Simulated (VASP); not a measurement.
Al:

```
Al
1.0
     0.00000    2.02481    2.02481
     2.02481    0.00000    2.02481
     2.02481    2.02481    0.00000
Al
1
Direct
  0.00000 0.00000 0.00000
```

| Property | Result |
| --- | --- |
| Program | VASP 6.6.1 |
| Task | relaxation of cell and atoms |
| Functional | r2SCAN |
| Dispersion | D4 |
| Potentials or basis | VASP PAW PBE potentials, release 64 (Al) |
| Cutoff | 600 eV |
| k mesh | 11 × 11 × 11 |
| Occupations | fermi-dirac, width 0.05 eV |
| Spin | no spin polarisation |

At the start: pressure -4.7 GPa; volume 16.60 Å³/atom.

Where does the relaxation end?

Over 3 steps the energy falls by 13.9 meV/atom and the volume is 15.70 Å³/atom (-5.5 %); space group Fm-3m (No. 225, to 0.05 Å).

Step by step:
| step | energy change (eV) | largest force (eV/Å) | pressure (GPa) | volume (Å³) |
| --- | --- | --- | --- | --- |
| 1 | 0.0000 | 0.0000 | -4.67 | 16.60 |
| 2 | -0.0129 | 0.0000 | 1.48 | 15.47 |
| 3 | -0.0139 | 0.0000 | 0.03 | 15.70 |

Final structure:
```
Al
1.0
     0.00000    1.98728    1.98728
     1.98728    0.00000    1.98728
     1.98728    1.98728    0.00000
Al
1
Direct
  0.00000 0.00000 0.00000
```

The cell as given is a measured one (16.60 Å³/atom); r2SCAN+D4 puts the equilibrium volume -5.5 % from it, thermal expansion not counted.

Caveat: the PAW data sets were made with another functional, which shifts forces and pressure a little; pairwise dispersion overbinds metals, which lowers pressure and volume.
